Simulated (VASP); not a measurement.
Write the native input for VASP 6.6.1 that does the following.

- Task: single point
- Functional: PBEsol
- Potentials or basis: VASP PAW PBE potentials, release 64 (Al, Cu)
- Cutoff: 520 eV
- k mesh: 10 × 10 × 10
- Occupations: fermi-dirac, width 0.15 eV
- Spin: no spin polarisation
- Dipole correction: no
- Further INCAR settings: ALGO = Fast; EDIFF = 1e-06; NBANDS = 26

The structure of Al2Cu (sol) lies in POSCAR:

```
Al2Cu
1.0
   -2.9985498326      2.9985498326      2.4124634378
    2.9985498326     -2.9985498326      2.4124634378
    2.9985498326      2.9985498326     -2.4124634378
Al Cu
4 2
Direct
    0.3407795398      0.1592204602      0.5000000000
    0.1592204602      0.6592204602      0.8184409204
    0.8407795398      0.3407795398      0.1815590796
    0.6592204602      0.8407795398      0.5000000000
    0.7500000000      0.7500000000      0.0000000000
    0.2500000000      0.2500000000      0.0000000000
```

One way to write it, as run:

INCAR

```
SYSTEM = Al2Cu
ALGO = Fast ; EDIFF = 1E-6
ENCUT = 520 ; GGA = PS
ISIF = 2 ; ISMEAR = -1
LASPH = .True. ; LCHARG = .False.
LREAL = .False. ; LWAVE = .False.
NBANDS = 26 ; NELM = 100
PREC = Accurate ; SIGMA = 0.15
```

KPOINTS

```
k-points
0
Gamma
  10 10 10
  0 0 0
```

Potentials or basis: VASP PAW PBE potentials, release 64 (Al, Cu).

Launch:

```sh
$ cat potpaw_PBE.64/Al/POTCAR potpaw_PBE.64/Cu/POTCAR > POTCAR
$ mpirun -np 1 vasp_std > vasp.out
```

It gave:

```
Pressure               : -0.1 GPa
Band gap on the k mesh : zero (band 17 reaches 10.84 eV, above the bottom of band 18 at 6.41 eV)
```

Caveat: the PAW data sets were made with another functional, which shifts forces and pressure a little.

Wall time 2.2 min on 1 thread of Intel(R) Xeon(R) 6975P-C (Granite Rapids), on a shared host, peak memory 0.33 GiB.
